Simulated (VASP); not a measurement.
# Hg (C2/m) in VASP: a series of runs

Hg is run at these levels: PBE+U, PBEsol+U; tasks: single point, electric field gradients.

All numbers are computed with VASP 6.6.1; they aren't measurements. Logs are shortened: lines on timing, memory, paths and dates and some standing lists are left out, and cuts for length are marked.

**1. The cell of the first run**

The structure is monoclinic, space group C2/m (No. 12). Conventional cell: a = 4.468 Å, b = 4.092 Å, c = 3.060 Å, α = 90.00°, β = 96.54°, γ = 90.00°. Hg (site symmetry 2/m) has 6 Hg at 3.03 to 3.06 Å within 4.0 Å.

**2. Single point, PBE+U, collinear spin, ferromagnetic start**

Input file INCAR:

```
  PREC = Accurate
  ENCUT = 500
  EDIFF = 1E-6
  ISMEAR = 0
  SIGMA = 0.1
  LREAL = F
  LASPH = T
  NELM = 200
  ALGO = Normal
  ISIF = 2
  LWAVE = F
  LCHARG = F
  ISPIN = 2
  MAGMOM = 0.1
  LORBIT = 11
  LDAU = T
  LDAUTYPE = 2
  LDAUL = 2
  LDAUU = 4.5
  LDAUJ = 0
  LDAUPRINT = 1
  GGA = PE
  NBANDS = 16
  GGA_COMPAT = F
```

Input file KPOINTS:

```
regular mesh
0
Gamma
  2 2 2
```

Input file POSCAR:

```
Hg
1.0
    2.2339762741     -2.0458582601      0.0000000000
    2.2339762741      2.0458582601      0.0000000000
   -0.3487351701      0.0000000000      3.0398006871
Hg
1
Direct
    0.5000000000      0.5000000000      0.5000000000
```

Potentials or basis: VASP PAW PBE potentials, release 64 (Hg).

Command:

```bash
cat potpaw_PBE.64/Hg/POTCAR > POTCAR
mpirun -np 1 vasp_std > vasp.out
```

OUTCAR:

```text
PREC = Accurate
   ENCUT = 500
   EDIFF = 1E-6
   ISMEAR = 0
   LREAL = F
   LASPH = T
   NELM = 200
   ISIF = 2
   ISPIN = 2
   LORBIT = 11
   GGA = PE

 ion  position               nearest neighbor table
   1  0.500  0.500  0.500-

  LATTYP: Found a base centered monoclinic cell.
 ALAT       =     4.4679525482
 B/A-ratio  =     0.9157922955
 C/A-ratio  =     0.6848191074
 COS(beta)  =    -0.1139754530

  Lattice vectors:

 A1 = (   2.2339762741,  -2.0458582601,   0.0000000000)
 A2 = (   2.2339762741,   2.0458582601,   0.0000000000)
 A3 = (  -0.3487351701,   0.0000000000,   3.0398006871)

Analysis of symmetry for initial positions (statically):
=====================================================================
 Subroutine PRICEL returns:
 Original cell was already a primitive cell.

 Routine SETGRP: Setting up the symmetry group for a
 base centered monoclinic supercell.

 Subroutine GETGRP returns: Found  4 space group operations
 (whereof  4 operations were pure point group operations)
 out of a pool of  4 trial point group operations.

The static configuration has the point symmetry C_2h.

Analysis of symmetry for dynamics (positions and initial velocities):
=====================================================================
 Subroutine PRICEL returns:
 Original cell was already a primitive cell.

 Routine SETGRP: Setting up the symmetry group for a
 base centered monoclinic supercell.

 Subroutine GETGRP returns: Found  4 space group operations
 (whereof  4 operations were pure point group operations)
 out of a pool of  4 trial point group operations.

The dynamic configuration has the point symmetry C_2h.

Analysis of structural, dynamic, and magnetic symmetry:
=====================================================================
 Subroutine PRICEL returns:
 Original cell was already a primitive cell.

 Routine SETGRP: Setting up the symmetry group for a
 base centered monoclinic supercell.

 Subroutine GETGRP returns: Found  4 space group operations
 (whereof  4 operations were pure point group operations)
 out of a pool of  4 trial point group operations.

The overall configuration has the point symmetry C_2h.

 Subroutine INISYM returns: Found  4 space group operations
 (whereof  4 operations are pure point group operations),
 and found     1 'primitive' translations

----------------------------------------------------------------------------------------

                                     Primitive cell

  volume of cell :      27.7862

  direct lattice vectors                    reciprocal lattice vectors
     2.233976274 -2.045858260  0.000000000     0.223816164 -0.244396208  0.025676870
     2.233976274  2.045858260  0.000000000     0.223816164  0.244396208  0.025676870
    -0.348735170  0.000000000  3.039800687     0.000000000  0.000000000  0.328968937

  length of vectors
     3.029222015  3.029222015  3.059739276     0.332389054  0.332389054  0.328968937

  position of ions in fractional coordinates (direct lattice)
     0.500000000  0.500000000  0.500000000

  ion indices of the primitive-cell ions
   primitive index   ion index
                 1           1

----------------------------------------------------------------------------------------

 KPOINTS: regular mesh

Automatic generation of k-mesh.
 Grid dimensions read from file:
 generate k-points for:    2    2    2

 Generating k-lattice:

  Cartesian coordinates                     Fractional coordinates (reciprocal lattice)
     0.111908082 -0.122198104  0.012838435     0.500000000 -0.000000000  0.000000000
     0.111908082  0.122198104  0.012838435    -0.000000000  0.500000000  0.000000000
     0.000000000  0.000000000  0.164484468     0.000000000  0.000000000  0.500000000

  Length of vectors
     0.166194527  0.166194527  0.164484468

  Shift w.r.t. Gamma in fractional coordinates (k-lattice)
     0.000000000  0.000000000  0.000000000

 Subroutine IBZKPT returns following result:
 ===========================================

 Found      6 irreducible k-points:

 Following reciprocal coordinates:
            Coordinates               Weight
  0.000000  0.000000  0.000000      1.000000
  0.500000  0.000000  0.000000      2.000000
  0.500000  0.500000  0.000000      1.000000
  0.000000  0.000000  0.500000      1.000000
  0.500000  0.000000  0.500000      2.000000
  0.500000  0.500000  0.500000      1.000000
   k-points           NKPTS =      6   k-points in BZ     NKDIM =      6   number of bands    NBANDS=     16
   number of dos      NEDOS =    301   number of ions     NIONS =      1
   total plane-waves  NPLWV =  13824
   dimension x,y,z NGX =    24 NGY =   24 NGZ =   24
   dimension x,y,z NGXF=    48 NGYF=   48 NGZF=   48
   ions per type =               1
   NGX,Y,Z   is equivalent  to a cutoff of  13.17, 13.17, 13.04 a.u.
   NGXF,Y,Z  is equivalent  to a cutoff of  26.34, 26.34, 26.08 a.u.
 SYSTEM =  unknown system
   PREC   = accura    normal or accurate (medium, high low for compatibility)
   ISTART =      0    job   : 0-new  1-cont  2-samecut
   ICHARG =      2    charge: 1-file 2-atom 10-const
   ISPIN  =      2    spin polarized calculation?
   LNONCOLLINEAR =      F non collinear calculations
   LSORBIT =      F    spin-orbit coupling
   LASPH  =      T    aspherical Exc in radial PAW
   ENCUT  =  500.0 eV  36.75 Ry    6.06 a.u.   5.52  5.52  5.58*2*pi/ulx,y,z
   NELM   =    200;   NELMIN=  2; NELMDL= -5     # of ELM steps
   EDIFF  = 0.1E-05   stopping-criterion for ELM
   LREAL  =      F    real-space projection
   EDIFFG = 0.1E-04   stopping-criterion for IOM
   NSW    =      0    number of steps for IOM
   IBRION =     -1    ionic relax: 0-MD 1-quasi-New 2-CG
   NFREE  =      0    steps in history (QN), initial steepest desc. (CG)
   ISIF   =      2    stress and relaxation
   ISYM   =      2    0-nonsym 1-usesym 2-fastsym
   POTIM  = 0.5000    time-step for ionic-motion
   TEBEG  =    0.0;   TEEND  =   0.0 temperature during run
   PSTRESS=    0.0 pullay stress
   NELECT =      12.0000    total number of electrons
   NUPDOWN=      -1.0000    fix difference up-down
   EMIN   =  10.00;   EMAX   =-10.00  energy-range for DOS
   EFERMI =   0.00;   METHOD = LEGACY
   ISMEAR =     0;   SIGMA  =   0.10  broadening in eV -4-tet -1-fermi 0-gaus
   EFERMI_NEDOS =   21; number of points for ismear=-14 and -15
   IALGO  =     38    algorithm
   IMIX   =      4    mixing-type and parameters
     AMIX     =   0.40;   BMIX     =  1.00
     AMIX_MAG =   1.60;   BMIX_MAG =  1.00
  volume/ion in A,a.u.               =      27.79       187.51
  Fermi-wavevector in a.u.,A,eV,Ry     =   1.237444  2.338430 20.834157  1.531267
  Thomas-Fermi vector in A             =   2.372011
   LORBIT       =     11    0 simple, 1 ext, 2 COOP (PROOUT), +10 PAW based schemes
 LDA+U is selected, type is set to LDAUTYPE =  2
   angular momentum for each species LDAUL =     2
   U (eV)           for each species LDAUU =   4.5
   J (eV)           for each species LDAUJ =   0.0
   GGA     = PE    functional components
   LHFCALC =     F    Hartree Fock is set to
   AEXX    =    0.0000 exact exchange contribution
   IVDW    =     0    specifies the selected vdW correction
   LEPSILON=     F    determine dielectric tensor
   LRPA    =     F    only Hartree local field effects (RPA)
 spin polarized calculation
 Gauss-broadening in eV      SIGMA  =   0.10
  energy-cutoff  :      500.00
  volume of cell :       27.79
 maximum number of plane-waves:       708
 NGX is ok and might be reduce to    24
   NGX = 11   NGY = 11   NGZ = 11

atom =   1  type =  1  l = 2

 onsite density matrix

spin component  1

  0.9975 -0.0011  0.0000  0.0000  0.0000
 -0.0011  0.9713  0.0000  0.0000  0.0000
  0.0000  0.0000  0.9853 -0.0021  0.0002
  0.0000  0.0000 -0.0021  0.9716 -0.0001
  0.0000  0.0000  0.0002 -0.0001  0.9710

spin component  2

  0.9792  0.0014  0.0000  0.0000  0.0000
  0.0014  0.9697  0.0000  0.0000  0.0000
  0.0000  0.0000  0.9779 -0.0002  0.0009
  0.0000  0.0000 -0.0002  0.9698 -0.0002
  0.0000  0.0000  0.0009 -0.0002  0.9700

 occupancies and eigenvectors

  o =  0.9695  v =  0.0000  0.0000  0.0000  0.0000  0.0000  0.1384 -0.9904  0.0000  0.0000  0.0000      0.0000  0.0000  0.0000  0.0000  0.0000  0.0000  0.0000  0.0000  0.0000  0.0000
  o =  0.9696  v =  0.0000  0.0000  0.0000  0.0000  0.0000  0.0000  0.0000 -0.0426  0.7775  0.6275      0.0000  0.0000  0.0000  0.0000  0.0000  0.0000  0.0000  0.0000  0.0000  0.0000
  o =  0.9700  v =  0.0000  0.0000  0.0000  0.0000  0.0000  0.0000  0.0000  0.1053  0.6280 -0.7710      0.0000  0.0000  0.0000  0.0000  0.0000  0.0000  0.0000  0.0000  0.0000  0.0000
  o =  0.9709  v =  0.0000  0.0000  0.0295  0.2851  0.9580  0.0000  0.0000  0.0000  0.0000  0.0000      0.0000  0.0000  0.0000  0.0000  0.0000  0.0000  0.0000  0.0000  0.0000  0.0000
  o =  0.9713  v = -0.0434 -0.9991  0.0000  0.0000  0.0000  0.0000  0.0000  0.0000  0.0000  0.0000      0.0000  0.0000  0.0000  0.0000  0.0000  0.0000  0.0000  0.0000  0.0000  0.0000
  o =  0.9713  v =  0.0000  0.0000  0.1470  0.9468 -0.2863  0.0000  0.0000  0.0000  0.0000  0.0000      0.0000  0.0000  0.0000  0.0000  0.0000  0.0000  0.0000  0.0000  0.0000  0.0000
  o =  0.9780  v =  0.0000  0.0000  0.0000  0.0000  0.0000  0.0000  0.0000 -0.9935  0.0332 -0.1087      0.0000  0.0000  0.0000  0.0000  0.0000  0.0000  0.0000  0.0000  0.0000  0.0000
  o =  0.9794  v =  0.0000  0.0000  0.0000  0.0000  0.0000 -0.9904 -0.1384  0.0000  0.0000  0.0000      0.0000  0.0000  0.0000  0.0000  0.0000  0.0000  0.0000  0.0000  0.0000  0.0000
  o =  0.9856  v =  0.0000  0.0000 -0.9887  0.1493 -0.0140  0.0000  0.0000  0.0000  0.0000  0.0000      0.0000  0.0000  0.0000  0.0000  0.0000  0.0000  0.0000  0.0000  0.0000  0.0000
  o =  0.9975  v = -0.9991  0.0434  0.0000  0.0000  0.0000  0.0000  0.0000  0.0000  0.0000  0.0000      0.0000  0.0000  0.0000  0.0000  0.0000  0.0000  0.0000  0.0000  0.0000  0.0000

 number of electron      12.0000004 magnetization       0.2081106

 Free energy of the ion-electron system (eV)
  ---------------------------------------------------
  ext. energy  EPLUGINS =         0.00000000
  ---------------------------------------------------
  free energy    TOTEN  =         2.30433256 eV

  energy without entropy =        2.31253142  energy(sigma->0) =        2.30843199

 E-fermi :   1.8768     XC(G=0):  -9.9177

 val. band max:        1.7991938549   @ k =   0.5000   0.0000   0.5000
 cond. band min:       1.9654408635   @ k =   0.5000   0.5000   0.0000
 fundamental gap:      0.1662470085
 Fermi energy:         1.8768455302

 spin component 1

 k-point     1 :       0.0000    0.0000    0.0000
  band No.  band energies     occupation
      1      -8.2397      1.00000
      2      -8.1470      1.00000
      3      -6.5577      1.00000
      4      -6.3178      1.00000
      5      -6.3025      1.00000
      6      -6.2453      1.00000
[... 8 lines left out ...]
     15      27.6244      0.00000
     16      27.7905      0.00000
[... 77 lines left out ...]
 k-point     6 :       0.5000    0.5000    0.5000
  band No.  band energies     occupation
      1      -7.7143      1.00000
      2      -7.5435      1.00000
      3      -7.5140      1.00000
      4      -5.8331      1.00000
      5      -5.8294      1.00000
      6       4.9546      0.00000
[... 8 lines left out ...]
     15      32.7152      0.00000
     16      36.4037      0.00000
 Fermi energy:         1.8768455302

 spin component 2

 k-point     1 :       0.0000    0.0000    0.0000
  band No.  band energies     occupation
      1      -8.0583      1.00000
      2      -8.0203      1.00000
      3      -6.4341      1.00000
      4      -6.2278      1.00000
      5      -6.2244      1.00000
      6      -6.1572      1.00000
[... 8 lines left out ...]
     15      27.7859      0.00000
     16      27.9541      0.00000
[... 77 lines left out ...]
 k-point     6 :       0.5000    0.5000    0.5000
  band No.  band energies     occupation
      1      -7.6241      1.00000
      2      -7.4550      1.00000
      3      -7.4169      1.00000
      4      -5.7119      1.00000
      5      -5.6701      1.00000
      6       5.1052      0.00000
[... 8 lines left out ...]
     15      32.8936      0.00000
     16      36.5313      0.00000

------------------------ aborting loop because EDIFF is reached ----------------------------------------

  FORCE on cell =-STRESS in cart. coord.  units (eV):
  Direction    XX          YY          ZZ          XY          YZ          ZX
  --------------------------------------------------------------------------------------
  -------------------------------------------------------------------------------------
  Total        0.7944115      1.2804693      2.1550368      0.0000000      0.0000000     -0.1785146
  in kB       45.8064756     73.8330069    124.2613515      0.0000000      0.0000000    -10.2933098
  external PRESSURE =      81.3002780 kB  Pullay stress =       0.0000000 kB

 VOLUME and BASIS-vectors are now :
 -----------------------------------------------------------------------------
  energy-cutoff  :      500.00
  volume of cell :       27.79
      direct lattice vectors                 reciprocal lattice vectors
     2.233976274 -2.045858260  0.000000000     0.223816164 -0.244396208  0.025676870
     2.233976274  2.045858260  0.000000000     0.223816164  0.244396208  0.025676870
    -0.348735170  0.000000000  3.039800687     0.000000000  0.000000000  0.328968937

 POSITION                                       TOTAL-FORCE (eV/Angst)
 -----------------------------------------------------------------------------------
      2.05961      0.00000      1.51990        -0.000000      0.000000      0.000000
 -----------------------------------------------------------------------------------
    total drift:                               -0.000000     -0.000000     -0.000000

  FREE ENERGIE OF THE ION-ELECTRON SYSTEM (eV)
  ---------------------------------------------------
  free  energy   TOTEN  =         2.3043325556 eV

  energy  without entropy=        2.3125314190  energy(sigma->0) =        2.30843199

 total charge

# of ion       s       p       d       tot
------------------------------------------
    1        0.765   0.234   9.716  10.716

 magnetization (x)

# of ion       s       p       d       tot
------------------------------------------
    1        0.142   0.001   0.029   0.172
```

It took 11 s on 1 thread of Intel Xeon Platinum 8175M at 2.50GHz (Skylake/Cascade Lake), shared host; peak memory 0.14 GiB.

Results:

```yaml
Free_energy: 2.3043 eV
Pressure: 8.1 GPa
Net_moment: 0.21 μB per cell
Site_moments: Hg +0.17 μB
Valence_electrons_inside_the_program's_atomic_spheres: Hg 10.72
```

Stress tensor (GPa, compression positive):
```
 4.58  0.00 -1.03
 0.00  7.38  0.00
-1.03  0.00 12.43
```

Levels at points of the mesh, in eV from the Fermi level:
Spin up:
```tsv
k point	band 4	band 5	band 6	band 7	band 8	band 9
(0.00, 0.00, 0.00)	-8.19	-8.18	-8.12	9.49	9.85	9.91
(0.50, 0.00, 0.00)	-8.64	-8.14	-3.56	-1.84	12.42	12.72
(0.50, 0.50, 0.00)	-8.61	-7.73	0.09	0.76	2.04	6.51
(0.00, 0.00, 0.50)	-8.62	-8.12	-3.74	-1.85	12.65	12.69
(0.50, 0.00, 0.50)	-8.57	-7.73	-0.08	0.75	1.94	6.43
(0.50, 0.50, 0.50)	-7.71	-7.71	3.08	3.67	5.22	5.27
```
Spin down:
| k point | band 3 | band 4 | band 5 | band 6 | band 7 | band 8 |
| --- | --- | --- | --- | --- | --- | --- |
| (0.00, 0.00, 0.00) | -8.31 | -8.10 | -8.10 | -8.03 | 9.66 | 9.99 |
| (0.50, 0.00, 0.00) | -8.64 | -8.55 | -8.06 | -3.42 | -1.73 | 12.56 |
| (0.50, 0.50, 0.00) | -8.56 | -8.51 | -7.57 | 0.22 | 0.90 | 2.18 |
| (0.00, 0.00, 0.50) | -8.60 | -8.53 | -8.05 | -3.57 | -1.78 | 12.80 |
| (0.50, 0.00, 0.50) | -8.53 | -8.49 | -7.60 | 0.10 | 0.86 | 2.06 |
| (0.50, 0.50, 0.50) | -9.29 | -7.59 | -7.55 | 3.23 | 3.84 | 5.40 |

Eigenvalues of the final occupation matrices:
```
    site  spin  trace               eigenvalues
site 1 d     1   4.90  0.97 0.97 0.97 0.99 1.00
site 1 d     2   4.87  0.97 0.97 0.97 0.98 0.98
```

Caveat: the k points lie up to 1.04 Å⁻¹ apart; spin-orbit coupling is left out, which moves the levels of the heavy elements; the U is typed as a test and isn't derived for this compound.

(Continued in part 2 of 2.)
